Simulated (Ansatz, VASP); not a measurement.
Ru: VASP beside Ansatz

File INCAR:

```
SYSTEM = Ru
  PREC = Accurate
  ENCUT = 520
  EDIFF = 1E-6
  ISMEAR = -1
  SIGMA = 0.1
  LREAL = .False.
  LASPH = .True.
  NELM = 100
  ALGO = Normal
  ISIF = 2
  LWAVE = .False.
  LCHARG = .False.
  NBANDS = 21
```

KPOINTS

```
Automatic mesh
0
Gamma
  22 22 12
  0 0 0
```

File POSCAR:

```
Ru
1.0
    2.7471118941      0.0000000000      0.0000000000
   -1.3735559470      2.3790686874      0.0000000000
    0.0000000000      0.0000000000      4.3277354969
Ru
2
Direct
    0.3333333333      0.6666666667      0.2500000000
    0.6666666667      0.3333333333      0.7500000000
```

Input for Ansatz:

```yaml
crystal:
  lattice:
    - [2.7471118941, 0.0, 0.0]
    - [-1.373555947, 2.3790686874, 0.0]
    - [0.0, 0.0, 4.3277354969]
  atoms:
    - { symbol: Ru, position: [0.3333333333, 0.6666666667, 0.25] }
    - { symbol: Ru, position: [0.6666666667, 0.3333333333, 0.75] }
hamiltonian:
  xc: lda
  pseudopotentials:
    kind: paw
    azcp:
      Ru: "pseudopotentials/Ru.paw.azcp"
basis:
  ecutwfc: 420
  fft_grid_basis: typed
kpoints:
  mp_grid: { grid: [22, 22, 12], shift: [0, 0, 0] }
magnetization:
  spin_polarized: false
scf:
  occupations: { method: fermi_dirac, width: 0.1 }
output:
  stress: true
```

Alike in both runs: task single point; functional LDA; k mesh 22 × 22 × 12; occupations fermi-dirac, width 0.1 eV; no spin polarisation.

|  | VASP | Ansatz |
| --- | --- | --- |
| version | VASP 6.6.1 | Ansatz 0.2.0 |
| potentials or method | VASP PAW LDA potentials, release 64 (Ru_pv), cutoff 520 eV | plane waves (420 eV) with PAW, scalar-relativistic |
| valence electrons in the cell | 28 | 32 |

```tsv
	VASP	Ansatz	Ansatz less VASP
pressure (GPa)	-22.7	-23.4	-0.69
traceless stress, the component that is largest in VASP (GPa)	-0.47	-0.51	-0.046
```

Ansatz warns that its potentials were made for another functional, while VASP's fit it. LDA's correlation is that of Perdew and Zunger in VASP and of Perdew and Wang (1992) in Ansatz. VASP's potentials hold 28 valence electrons a cell and Ansatz's 32, so a difference there can come from the potentials and not from the codes.
